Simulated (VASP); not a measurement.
# AlV2C (P6_3/mmc) in VASP: further runs, part 2 of 2

VASP 6.6.1. Earlier steps stand in the parts before.

## 4. Relaxation of shape and atoms at fixed volume, PBE (11.54 Å³/atom)

This run uses another cell than the first one, of 11.54 Å³/atom.

The input, INCAR:

```
ALGO = Normal
EDIFF = 1E-6
EDIFFG = -0.01
ENCUT = 600
GGA = PE
IBRION = 2
ISIF = 4
ISMEAR = 0
LASPH = T
LCHARG = F
LREAL = F
LWAVE = F
NELM = 60
NSW = 60
PREC = Accurate
SIGMA = 0.05
```

The input, KPOINTS:

```
k-points
0
Gamma
  14 14 4
```

The input, POSCAR:

```
AlV2C
1.0
    2.8678212636      0.0000000000      0.0000000000
   -1.4339106318      2.4836060678      0.0000000000
    0.0000000000      0.0000000000     12.9624118851
Al V C
2 4 2
Direct
    0.3333333333      0.6666666667      0.2500000000
    0.6666666667      0.3333333333      0.7500000000
    0.3333333333      0.6666666667      0.5856066049
    0.6666666667      0.3333333333      0.4143933951
    0.6666666667      0.3333333333      0.0856066049
    0.3333333333      0.6666666667      0.9143933951
    0.0000000000      0.0000000000      0.0000000000
    0.0000000000      0.0000000000      0.5000000000
```

Potentials or basis: VASP PAW PBE potentials, release 64 (Al, V_sv, C).

Started as:

```bash
cat potpaw_PBE.64/Al/POTCAR potpaw_PBE.64/V_sv/POTCAR potpaw_PBE.64/C/POTCAR > POTCAR
mpirun -np 1 vasp_std > vasp.out
```

OUTCAR:

```text
EDIFF = 1E-6
   EDIFFG = -0.01
   ENCUT = 600
   GGA = PE
   IBRION = 2
   ISIF = 4
   ISMEAR = 0
   LASPH = T
   LREAL = F
   NELM = 60
   NSW = 60
   PREC = Accurate

 ion  position               nearest neighbor table
   1  0.333  0.667  0.250-   4 2.70   5 2.70   4 2.70   5 2.70   4 2.70   5 2.70
   2  0.667  0.333  0.750-   3 2.70   6 2.70   3 2.70   6 2.70   3 2.70   6 2.70
   3  0.333  0.667  0.586-   8 1.99   8 1.99   8 1.99   2 2.70   2 2.70   2 2.70   4 2.77   4 2.77
                             4 2.77
   4  0.667  0.333  0.414-   8 1.99   8 1.99   8 1.99   1 2.70   1 2.70   1 2.70   3 2.77   3 2.77
[... 1284 lines left out ...]
  in kB       75.0571128     75.0571128     75.7347881      0.0000000     -0.0000000      0.0000000
  external PRESSURE =      75.2830046 kB  Pullay stress =       0.0000000 kB

 VOLUME and BASIS-vectors are now :
 -----------------------------------------------------------------------------
  energy-cutoff  :      600.00
  volume of cell :       92.33
      direct lattice vectors                 reciprocal lattice vectors
     2.867544840  0.000000000  0.000000000     0.348730379  0.201339578  0.000000000
    -1.433772420  2.483366678 -0.000000000     0.000000000  0.402679157  0.000000000
     0.000000000  0.000000000 12.964911087     0.000000000  0.000000000  0.077131266

 POSITION                                       TOTAL-FORCE (eV/Angst)
 -----------------------------------------------------------------------------------
     -0.00000      1.65558      3.24123        -0.000000      0.000000      0.000000
      1.43377      0.82779      9.72368        -0.000000      0.000000      0.000000
     -0.00000      1.65558      7.60573         0.000000      0.000000      0.001478
      1.43377      0.82779      5.35918        -0.000000     -0.000000     -0.001478
      1.43377      0.82779      1.12327        -0.000000      0.000000      0.001478
     -0.00000      1.65558     11.84164         0.000000      0.000000     -0.001478
      0.00000      0.00000     -0.00000        -0.000000      0.000000      0.000000
      0.00000      0.00000      6.48246        -0.000000      0.000000      0.000000
 -----------------------------------------------------------------------------------
    total drift:                               -0.000000      0.000000     -0.000000

  FREE ENERGIE OF THE ION-ELECTRON SYSTEM (eV)
  ---------------------------------------------------
  free  energy   TOTEN  =       -66.0179035418 eV

  energy  without entropy=      -66.0084346323  energy(sigma->0) =      -66.01316909

 reached required accuracy - stopping structural energy minimisation
```

OSZICAR:

```text
N       E                     dE             d eps       ncg     rms          rms(c)
DAV:   1     0.994471238209E+03    0.99447E+03   -0.40960E+04  5648   0.204E+03
DAV:   2     0.317355188004E+01   -0.99130E+03   -0.97548E+03  5631   0.626E+02
DAV:   3    -0.796755158530E+02   -0.82849E+02   -0.80892E+02  7675   0.172E+02
[... 17 lines left out ...]
DAV:   5    -0.660179030653E+02    0.28492E-03   -0.15134E-03  6484   0.183E-01    0.921E-02
DAV:   6    -0.660179082875E+02   -0.52221E-05   -0.16780E-04  7127   0.805E-02    0.261E-02
DAV:   7    -0.660179060948E+02    0.21927E-05   -0.97510E-05  6967   0.718E-02    0.120E-02
DAV:   8    -0.660179036387E+02    0.24561E-05   -0.10600E-05  5799   0.172E-02    0.441E-03
DAV:   9    -0.660179035418E+02    0.96939E-07   -0.24280E-06  4800   0.856E-03
   2 F= -.66017904E+02 E0= -.66013169E+02  d E =-.749729E-02
```

CONTCAR:

```text
AlV2C
   1.00000000000000
     2.8675448401818282    0.0000000000000000    0.0000000000000000
    -1.4337724200909141    2.4833666780982049   -0.0000000000000000
     0.0000000000000000    0.0000000000000000   12.9649110870988125
  Al              V               C
     2     4     2
Direct
     0.3333333332999970    0.6666666667000030    0.2500000000000000
     0.6666666667000030    0.3333333332999970    0.7500000000000000
     0.3333333332999970    0.6666666667000030    0.5866395269998294
     0.6666666667000030    0.3333333332999970    0.4133604730001706
     0.6666666667000030    0.3333333332999970    0.0866395269998294
     0.3333333332999970    0.6666666667000030    0.9133604730001706
     0.0000000000000000    0.0000000000000000    0.0000000000000000
     0.0000000000000000    0.0000000000000000    0.5000000000000000

  0.00000000E+00  0.00000000E+00  0.00000000E+00
  0.00000000E+00  0.00000000E+00  0.00000000E+00
  0.00000000E+00  0.00000000E+00  0.00000000E+00
  0.00000000E+00  0.00000000E+00  0.00000000E+00
  0.00000000E+00  0.00000000E+00  0.00000000E+00
  0.00000000E+00  0.00000000E+00  0.00000000E+00
  0.00000000E+00  0.00000000E+00  0.00000000E+00
  0.00000000E+00  0.00000000E+00  0.00000000E+00
```

Run time: 7.3 min. Hardware: 1 thread of Intel Xeon Platinum 8375C at 2.90GHz (Ice Lake), shared host; peak memory 0.41 GiB.

Results:

```yaml
Free_energy: -66.0179 eV
Energy_gained_by_relaxing: 0.9 meV/atom
Ionic_steps: 2
Pressure_after_relaxing: 7.5 GPa
Band_gap_on_the_k_mesh: zero (bands 33 and 34 overlap by 1.73 eV)
```

The path:
| step | energy change (eV) | largest force (eV/Å) | pressure (GPa) | volume (Å³) |
| --- | --- | --- | --- | --- |
| 1 | 0.0000 | 0.2775 | 8.52 | 92.33 |
| 2 | -0.0075 | 0.0015 | 7.53 | 92.33 |

Final structure:
```
Al V C
1.0
     2.86754    0.00000    0.00000
    -1.43377    2.48337    0.00000
     0.00000    0.00000   12.96491
Al V C
2 4 2
Cartesian
  0.0000 1.6556 3.2412
  1.4338 0.8278 9.7237
  0.0000 1.6556 7.6057
  1.4338 0.8278 5.3592
  1.4338 0.8278 1.1233
  0.0000 1.6556 11.8416
  0.0000 0.0000 0.0000
  0.0000 0.0000 6.4825
```

## 5. Summary

```csv
task,cell,gap on the mesh (eV),pressure (GPa)
relaxation of cell and atoms,"relaxed from a = 2.888, b = 2.888, c = 13.105 Å, angles 90.0, 90.0, 120.0°, 8 atoms, atomic positions A",none,0.0
relaxation of shape and atoms at fixed volume,"relaxed from a = 2.889, b = 2.889, c = 13.043 Å, angles 90.0, 90.0, 120.0°, 8 atoms, atomic positions B",none,3.6
relaxation of shape and atoms at fixed volume,"relaxed from a = 2.868, b = 2.868, c = 12.962 Å, angles 90.0, 90.0, 120.0°, 8 atoms, atomic positions C",none,7.5
```

Alike in all rows: level PBE; potentials or basis VASP PAW PBE potentials, release 64 (Al, V_sv, C); no spin polarisation; k mesh 14 × 14 × 4; cutoff (eV) 600; smearing gaussian 0.05 eV.

Total energies depend on the potentials used, so only differences within one code and one set of settings carry meaning.
